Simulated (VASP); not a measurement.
# Ca2Y (R-3m) in VASP: a series of runs

The runs below take Ca2Y through single point, relaxation of cell and atoms, with PBE.

Everything below comes from runs of VASP 6.6.1. Logs are shortened: lines on timing, memory, paths and dates and some standing lists are left out, and cuts for length are marked.

## (1) The cell of the first run

Symmetry: R-3m, No. 166, trigonal system. Conventional cell: a = 3.730 Å, b = 3.730 Å, c = 28.388 Å, α = 90.00°, β = 90.00°, γ = 120.00°. Within 4.9 Å of Ca (site symmetry 3m) lie 9 Ca at 3.73 to 3.96 Å and 3 Y at 3.75 Å. Within 4.9 Å of Y (site symmetry -3m) lie 6 Y at 3.73 Å and 6 Ca at 3.75 Å.

## (2) Single point, PBE

INCAR

```
  ALGO = Normal
  EDIFF = 1E-6
  ENCUT = 520
  GGA = PE
  ISIF = 2
  ISMEAR = 0
  LASPH = True
  LCHARG = False
  LREAL = False
  LWAVE = False
  NBANDS = 22
  NELM = 80
  PREC = Accurate
  SIGMA = 0.1
```

KPOINTS

```
k-points
0
Gamma
  6 6 6
```

POSCAR

```
Ca2Y
1.0
    1.8650678687      1.0767974361      9.4626294458
   -1.8650678687      1.0767974361      9.4626294458
    0.0000000000     -2.1535948721      9.4626294458
Ca Y
2 1
Direct
    0.7748740702      0.7748740702      0.7748740702
    0.2251259298      0.2251259298      0.2251259298
    0.0000000000      0.0000000000      0.0000000000
```

Potentials or basis: VASP PAW PBE potentials, release 64 (Ca_sv, Y_sv).

The run is started by

```
$ cat potpaw_PBE.64/Ca_sv/POTCAR potpaw_PBE.64/Y_sv/POTCAR > POTCAR
$ mpirun -np 1 vasp_std > vasp.out
```

OUTCAR:

```text
EDIFF = 1E-6
   ENCUT = 520
   GGA = PE
   ISIF = 2
   ISMEAR = 0
   LASPH = True
   LREAL = False
   NELM = 80
   PREC = Accurate

 ion  position               nearest neighbor table
   1  0.775  0.775  0.775-   3 3.75   3 3.75   3 3.75
   2  0.225  0.225  0.225-   3 3.75   3 3.75   3 3.75
   3  0.000  0.000  0.000-   1 3.75   1 3.75   2 3.75   2 3.75   1 3.75   2 3.75

  LATTYP: Found a trigonal (rhomboedric) cell.
 ALAT       =     9.7046033871
 COS(alpha) =     0.9261307493

  Lattice vectors:

 A1 = (   1.8650678687,   1.0767974361,   9.4626294458)
 A2 = (  -1.8650678687,   1.0767974361,   9.4626294458)
 A3 = (   0.0000000000,  -2.1535948721,   9.4626294458)

Analysis of symmetry for initial positions (statically):
=====================================================================
 Subroutine PRICEL returns:
 Original cell was already a primitive cell.

 Routine SETGRP: Setting up the symmetry group for a
 trigonal (rhombohedral) supercell.

 Subroutine GETGRP returns: Found 12 space group operations
 (whereof 12 operations were pure point group operations)
 out of a pool of 12 trial point group operations.

The static configuration has the point symmetry D_3d.

Analysis of symmetry for dynamics (positions and initial velocities):
=====================================================================
 Subroutine PRICEL returns:
 Original cell was already a primitive cell.

 Routine SETGRP: Setting up the symmetry group for a
 trigonal (rhombohedral) supercell.

 Subroutine GETGRP returns: Found 12 space group operations
 (whereof 12 operations were pure point group operations)
 out of a pool of 12 trial point group operations.

The dynamic configuration has the point symmetry D_3d.

 Subroutine INISYM returns: Found 12 space group operations
 (whereof 12 operations are pure point group operations),
 and found     1 'primitive' translations

----------------------------------------------------------------------------------------

                                     Primitive cell

  volume of cell :     114.0228

  direct lattice vectors                    reciprocal lattice vectors
     1.865067869  1.076797436  9.462629446     0.268086759  0.154779962  0.035226290
    -1.865067869  1.076797436  9.462629446    -0.268086759  0.154779962  0.035226290
     0.000000000 -2.153594872  9.462629446     0.000000000 -0.309559925  0.035226290

  length of vectors
     9.704603387  9.704603387  9.704603387     0.311557761  0.311557761  0.311557761

  position of ions in fractional coordinates (direct lattice)
     0.774874070  0.774874070  0.774874070
     0.225125930  0.225125930  0.225125930
     0.000000000  0.000000000  0.000000000

  ion indices of the primitive-cell ions
   primitive index   ion index
                 1           1
                 2           2
                 3           3

----------------------------------------------------------------------------------------

 KPOINTS: k-points

Automatic generation of k-mesh.
 Grid dimensions read from file:
 generate k-points for:    6    6    6

 Generating k-lattice:

  Cartesian coordinates                     Fractional coordinates (reciprocal lattice)
     0.044681126  0.025796660  0.005871048     0.166666667  0.000000000  0.000000000
    -0.044681126  0.025796660  0.005871048     0.000000000  0.166666667  0.000000000
     0.000000000 -0.051593321  0.005871048     0.000000000  0.000000000  0.166666667

  Length of vectors
     0.051926294  0.051926294  0.051926294

  Shift w.r.t. Gamma in fractional coordinates (k-lattice)
     0.000000000  0.000000000  0.000000000

 Subroutine IBZKPT returns following result:
 ===========================================

 Found     32 irreducible k-points:

 Following reciprocal coordinates:
            Coordinates               Weight
  0.000000  0.000000  0.000000      1.000000
  0.166667  0.000000 -0.000000      6.000000
  0.333333 -0.000000 -0.000000      6.000000
  0.500000 -0.000000 -0.000000      3.000000
  0.166667  0.166667 -0.000000      6.000000
  0.333333  0.166667 -0.000000     12.000000
[... 16 lines left out ...]
  0.500000  0.500000  0.166667      6.000000
 -0.333333  0.500000  0.166667     12.000000
 [... further k-points ...]
   k-points           NKPTS =     32   k-points in BZ     NKDIM =     32   number of bands    NBANDS=     22
   number of dos      NEDOS =    301   number of ions     NIONS =      3
   total plane-waves  NPLWV = 373248
   dimension x,y,z NGX =    72 NGY =   72 NGZ =   72
   dimension x,y,z NGXF=   144 NGYF=  144 NGZF=  144
   ions per type =               2   1
   NGX,Y,Z   is equivalent  to a cutoff of  12.33, 12.33, 12.33 a.u.
   NGXF,Y,Z  is equivalent  to a cutoff of  24.67, 24.67, 24.67 a.u.
 SYSTEM =  unknown system
   PREC   = accura    normal or accurate (medium, high low for compatibility)
   ISTART =      0    job   : 0-new  1-cont  2-samecut
   ICHARG =      2    charge: 1-file 2-atom 10-const
   ISPIN  =      1    spin polarized calculation?
   LNONCOLLINEAR =      F non collinear calculations
   LSORBIT =      F    spin-orbit coupling
   LASPH  =      T    aspherical Exc in radial PAW
   ENCUT  =  520.0 eV  38.22 Ry    6.18 a.u.  18.04 18.04 18.04*2*pi/ulx,y,z
   NELM   =     80;   NELMIN=  2; NELMDL= -5     # of ELM steps
   EDIFF  = 0.1E-05   stopping-criterion for ELM
   LREAL  =      F    real-space projection
   EDIFFG = 0.1E-04   stopping-criterion for IOM
   NSW    =      0    number of steps for IOM
   IBRION =     -1    ionic relax: 0-MD 1-quasi-New 2-CG
   NFREE  =      0    steps in history (QN), initial steepest desc. (CG)
   ISIF   =      2    stress and relaxation
   ISYM   =      2    0-nonsym 1-usesym 2-fastsym
   POTIM  = 0.5000    time-step for ionic-motion
   TEBEG  =    0.0;   TEEND  =   0.0 temperature during run
   PSTRESS=    0.0 pullay stress
   NELECT =      31.0000    total number of electrons
   NUPDOWN=      -1.0000    fix difference up-down
   EMIN   =  10.00;   EMAX   =-10.00  energy-range for DOS
   EFERMI =   0.00;   METHOD = LEGACY
   ISMEAR =     0;   SIGMA  =   0.10  broadening in eV -4-tet -1-fermi 0-gaus
   EFERMI_NEDOS =   21; number of points for ismear=-14 and -15
   IALGO  =     38    algorithm
   IMIX   =      4    mixing-type and parameters
     AMIX     =   0.40;   BMIX     =  1.00
     AMIX_MAG =   1.60;   BMIX_MAG =  1.00
  volume/ion in A,a.u.               =      38.01       256.49
  Fermi-wavevector in a.u.,A,eV,Ry     =   1.060551  2.004150 15.303398  1.124768
  Thomas-Fermi vector in A             =   2.195936
   LORBIT       =      0    0 simple, 1 ext, 2 COOP (PROOUT), +10 PAW based schemes
   GGA     = PE    functional components
   LHFCALC =     F    Hartree Fock is set to
   AEXX    =    0.0000 exact exchange contribution
   IVDW    =     0    specifies the selected vdW correction
   LEPSILON=     F    determine dielectric tensor
   LRPA    =     F    only Hartree local field effects (RPA)
 non-spin polarized calculation
 Gauss-broadening in eV      SIGMA  =   0.10
  energy-cutoff  :      520.00
  volume of cell :      114.02
 maximum number of plane-waves:      3092
   NGX = 37   NGY = 37   NGZ = 37

 number of electron      31.0000001 magnetization

 Free energy of the ion-electron system (eV)
  ---------------------------------------------------
  ext. energy  EPLUGINS =         0.00000000
  ---------------------------------------------------
  free energy    TOTEN  =       -10.00070729 eV

  energy without entropy =       -9.96851774  energy(sigma->0) =       -9.98461251

 E-fermi :   2.3850     XC(G=0):  -8.3299

 val. band max:        2.3845144218   @ k =   0.3333   0.3333   0.1667
 cond. band min:       2.3965432624   @ k =   0.5000   0.1667  -0.0000
 fundamental gap:      0.0120288406
 Fermi energy:         2.3849868413

 k-point     1 :       0.0000    0.0000    0.0000
  band No.  band energies     occupation
      1     -40.7395      2.00000
      2     -39.3101      2.00000
      3     -39.3042      2.00000
      4     -20.7630      2.00000
      5     -20.5283      2.00000
      6     -20.5283      2.00000
[... 14 lines left out ...]
     21       4.9031      0.00000
     22       4.9738      0.00000

 k-point     2 :       0.1667    0.0000   -0.0000
  band No.  band energies     occupation
      1     -40.7332      2.00000
      2     -39.3054      2.00000
      3     -39.3002      2.00000
      4     -20.7508      2.00000
      5     -20.6027      2.00000
      6     -20.5455      2.00000
[... 14 lines left out ...]
     21       4.6200      0.00000
     22       4.8215      0.00000

 k-point     3 :       0.3333   -0.0000   -0.0000
  band No.  band energies     occupation
      1     -40.7208      2.00000
      2     -39.2959      2.00000
      3     -39.2925      2.00000
      4     -20.7452      2.00000
      5     -20.7268      2.00000
      6     -20.5795      2.00000
[... 14 lines left out ...]
     21       4.2923      0.00000
     22       4.6258      0.00000

 k-point     4 :       0.5000   -0.0000   -0.0000
  band No.  band energies     occupation
      1     -40.7145      2.00000
      2     -39.2909      2.00000
      3     -39.2889      2.00000
      4     -20.8143      2.00000
      5     -20.7155      2.00000
      6     -20.5963      2.00000
[... 14 lines left out ...]
     21       4.2630      0.00000
     22       4.4505      0.00000

 k-point     5 :       0.1667    0.1667   -0.0000
  band No.  band energies     occupation
      1     -40.7332      2.00000
      2     -39.3054      2.00000
      3     -39.3002      2.00000
      4     -20.7509      2.00000
      5     -20.6028      2.00000
      6     -20.5455      2.00000
[... 417 lines left out ...]
 k-point    22 :      -0.1667    0.3333    0.1667
  band No.  band energies     occupation
      1     -40.7145      2.00000
      2     -39.2909      2.00000
      3     -39.2889      2.00000
      4     -20.7786      2.00000
      5     -20.7144      2.00000
      6     -20.6345      2.00000
[... 14 lines left out ...]
     21       4.1017      0.00000
     22       4.4998      0.00000

 k-point    23 :       0.5000    0.5000    0.1667
  band No.  band energies     occupation
      1     -40.7208      2.00000
      2     -39.2959      2.00000
      3     -39.2925      2.00000
      4     -20.7453      2.00000
      5     -20.7264      2.00000
      6     -20.5795      2.00000
[... 14 lines left out ...]
     21       4.1655      0.00000
     22       4.7103      0.00000

 k-point    24 :      -0.3333    0.5000    0.1667
  band No.  band energies     occupation
      1     -40.7145      2.00000
      2     -39.2909      2.00000
      3     -39.2889      2.00000
      4     -20.7785      2.00000
      5     -20.7139      2.00000
      6     -20.6347      2.00000
[... 14 lines left out ...]
     21       4.0124      0.00000
     22       4.4772      0.00000

 [... further k-points ...]

------------------------ aborting loop because EDIFF is reached ----------------------------------------

  FORCE on cell =-STRESS in cart. coord.  units (eV):
  Direction    XX          YY          ZZ          XY          YZ          ZX
  --------------------------------------------------------------------------------------
  -------------------------------------------------------------------------------------
  Total        0.0267319      0.0267319      0.0089639      0.0000000      0.0000000      0.0000000
  in kB        0.3756198      0.3756198      0.1259555      0.0000000      0.0000000      0.0000000
  external PRESSURE =       0.2923984 kB  Pullay stress =       0.0000000 kB

 VOLUME and BASIS-vectors are now :
 -----------------------------------------------------------------------------
  energy-cutoff  :      520.00
  volume of cell :      114.02
      direct lattice vectors                 reciprocal lattice vectors
     1.865067869  1.076797436  9.462629446     0.268086759  0.154779962  0.035226290
    -1.865067869  1.076797436  9.462629446    -0.268086759  0.154779962  0.035226290
     0.000000000 -2.153594872  9.462629446     0.000000000 -0.309559925  0.035226290

 POSITION                                       TOTAL-FORCE (eV/Angst)
 -----------------------------------------------------------------------------------
      0.00000      0.00000     21.99704         0.000000      0.000000      0.000909
      0.00000      0.00000      6.39085         0.000000     -0.000000     -0.000909
      0.00000      0.00000      0.00000        -0.000000     -0.000000      0.000000
 -----------------------------------------------------------------------------------
    total drift:                               -0.000000      0.000000      0.000000

  FREE ENERGIE OF THE ION-ELECTRON SYSTEM (eV)
  ---------------------------------------------------
  free  energy   TOTEN  =       -10.0007072898 eV

  energy  without entropy=       -9.9685177367  energy(sigma->0) =       -9.98461251
```

Run time: 8.1 min. Hardware: 1 thread of AMD EPYC 7R13 (Zen 3), shared host; peak memory 0.76 GiB.

What came out:

```
Free energy            : -10.0007 eV
Pressure               : 0.0 GPa
Band gap on the k mesh : zero (an odd number of electrons rules out a gap without spin polarisation)
```

## (3) Relaxation of cell and atoms, PBE

This run uses another cell than the first one, of 28.67 Å³/atom.

INCAR

```
SYSTEM = Ca2Y
PREC = Accurate ; ENCUT = 600
EDIFF = 1E-6 ; ISMEAR = 0
SIGMA = 0.1 ; LREAL = .FALSE.
LASPH = .TRUE. ; NELM = 100
ALGO = Normal ; ISIF = 3
LWAVE = .FALSE. ; LCHARG = .FALSE.
GGA = PE ; IBRION = 2
NSW = 90 ; EDIFFG = -0.04
```

KPOINTS

```
Automatic mesh
0
G
  6 6 6
  0 0 0
```

POSCAR

```
Ca2Y
1.0
    2.0182390679      1.1652308692      6.0955982767
   -2.0182390679      1.1652308692      6.0955982767
    0.0000000000     -2.3304617383      6.0955982767
Ca Y
2 1
Direct
    0.7500000000      0.7500000000      0.7500000000
    0.2500000000      0.2500000000      0.2500000000
    0.0000000000      0.0000000000      0.0000000000
```

Potentials or basis: VASP PAW PBE potentials, release 64 (Ca_sv, Y_sv).

The run is started by

```
$ cat potpaw_PBE.64/Ca_sv/POTCAR potpaw_PBE.64/Y_sv/POTCAR > POTCAR
$ mpirun -np 1 vasp_std > vasp.out
```

OUTCAR:

```text
SYSTEM = Ca2Y
   PREC = Accurate
   ENCUT = 600
   EDIFF = 1E-6
   ISMEAR = 0
   LREAL = .FALSE.
   LASPH = .TRUE.
   NELM = 100
   ISIF = 3
   GGA = PE
   IBRION = 2
   NSW = 90
   EDIFFG = -0.04

 ion  position               nearest neighbor table
   1  0.750  0.750  0.750-   3 2.78   3 2.78   3 2.78
   2  0.250  0.250  0.250-   3 2.78   3 2.78   3 2.78
   3  0.000  0.000  0.000-   1 2.78   1 2.78   2 2.78   2 2.78   1 2.78   2 2.78

  LATTYP: Found a trigonal (rhomboedric) cell.
 ALAT       =     6.5258999582
 COS(alpha) =     0.8087090652

  Lattice vectors:

 A1 = (   2.0182390679,   1.1652308692,   6.0955982767)
 A2 = (  -2.0182390679,   1.1652308692,   6.0955982767)
 A3 = (   0.0000000000,  -2.3304617383,   6.0955982767)

[... 820 lines left out ...]
  free  energy   TOTEN  =        -8.5591437352 eV

  energy  without entropy=       -8.5369621591  energy(sigma->0) =       -8.54805295

[... ionic steps 4 to 12 ...]

--------------------------------------- Ionic step       13  -------------------------------------------

 number of electron      30.9999999 magnetization

------------------------ aborting loop because EDIFF is reached ----------------------------------------
[... 69 lines left out ...]
--------------------------------------- Ionic step       15  -------------------------------------------

 number of electron      30.9999989 magnetization

 Free energy of the ion-electron system (eV)
  ---------------------------------------------------
  ext. energy  EPLUGINS =         0.00000000
  ---------------------------------------------------
  free energy    TOTEN  =        -9.98530197 eV

  energy without entropy =       -9.95263556  energy(sigma->0) =       -9.96896876

 E-fermi :   2.3892     XC(G=0):  -8.3307

 val. band max:        2.3860790035   @ k =   0.5000   0.3333  -0.0000
 cond. band min:       2.3954597336   @ k =   0.5000   0.1667  -0.0000
 fundamental gap:      0.0093807300
 Fermi energy:         2.3892249246

 k-point     1 :       0.0000    0.0000    0.0000
  band No.  band energies     occupation
      1     -40.7401      2.00000
      2     -39.3025      2.00000
      3     -39.2963      2.00000
      4     -20.7659      2.00000
      5     -20.5316      2.00000
      6     -20.5316      2.00000
[... 549 lines left out ...]
  FREE ENERGIE OF THE ION-ELECTRON SYSTEM (eV)
  ---------------------------------------------------
  free  energy   TOTEN  =        -9.9853019677 eV

  energy  without entropy=       -9.9526355553  energy(sigma->0) =       -9.96896876

 reached required accuracy - stopping structural energy minimisation
```

It took 31 min on 1 thread of AMD EPYC 7R13 (Zen 3), shared host; peak memory 0.47 GiB.

Results:

- Free energy: -9.9853 eV
- Relaxed volume: 38.00 Å³/atom
- Relaxed cell: a = 9.657 Å, b = 9.657 Å, c = 9.657 Å, α = 22.33°, β = 22.33°, γ = 22.33°
- Space group after relaxing (to 0.1 Å): R-3m (No. 166)
- Energy gained by relaxing: 1160.5 meV/atom
- Ionic steps: 15
- Pressure after relaxing: 0.0 GPa
- Largest force after relaxing: 0.003 eV/Å
- Band gap on the k mesh: zero (an odd number of electrons rules out a gap without spin polarisation)

Forces on the atoms (eV/Å):
```
Ca   0.000  0.000 -0.003
Ca   0.000  0.000  0.003
Y    0.000  0.000  0.000
```

Stress tensor (GPa, compression positive):
```
-0.06  0.00  0.00
 0.00 -0.06  0.00
 0.00  0.00  0.07
```

Step by step:
```
step  energy change (eV)  largest force (eV/Å)  pressure (GPa)  volume (Å³)
   1              0.0000                2.9358           12.27        86.01
   2             -1.8396                1.4497            1.68       116.31
   3             -2.0554                0.7960           -1.50       138.16
   4             -2.0583                0.8638           -1.23       135.33
   5             -2.3380                0.7716           -1.26       131.93
   6             -3.1394                0.2581           -0.64       120.15
   7             -2.3054                1.5116            8.42        91.51
   8             -3.3545                0.3089            0.25       112.83
   9             -3.3706                0.4694            0.74       110.07
  10             -3.4443                0.3361           -0.19       114.37
  11             -3.4453                0.3498           -0.10       113.90
  12             -3.4667                0.2201            0.10       112.99
  13             -3.4779                0.0307            0.45       111.67
  14             -3.4788                0.0149           -0.40       116.07
  15             -3.4816                0.0034           -0.02       114.00
```

Final structure:
```
Ca Y
1.0
     1.86978    1.07952    9.41292
    -1.86978    1.07952    9.41292
     0.00000   -2.15903    9.41292
Ca Y
2 1
Direct
  0.77497 0.77497 0.77497
  0.22503 0.22503 0.22503
  0.00000 0.00000 0.00000
```

Levels at points of the mesh, in eV from the Fermi level:
```tsv
k point	band 12	band 13	band 14	band 15	band 16	band 17	band 18	band 19
(0.00, 0.00, 0.00)	-22.62	-4.31	-2.59	-2.36	0.21	1.06	1.71	1.71
(0.50, 0.00, 0.00)	-22.63	-1.42	-1.05	-0.56	-0.17	0.23	0.42	0.97
(0.50, 0.50, 0.00)	-22.63	-1.36	-0.92	-0.78	-0.15	0.10	0.24	1.48
(0.50, 0.50, 0.50)	-22.62	-3.94	-3.65	-1.43	-0.08	1.42	1.73	1.73
```

Caveat: the volume moved by over 15 % at a fixed basis, so the end points are rough.
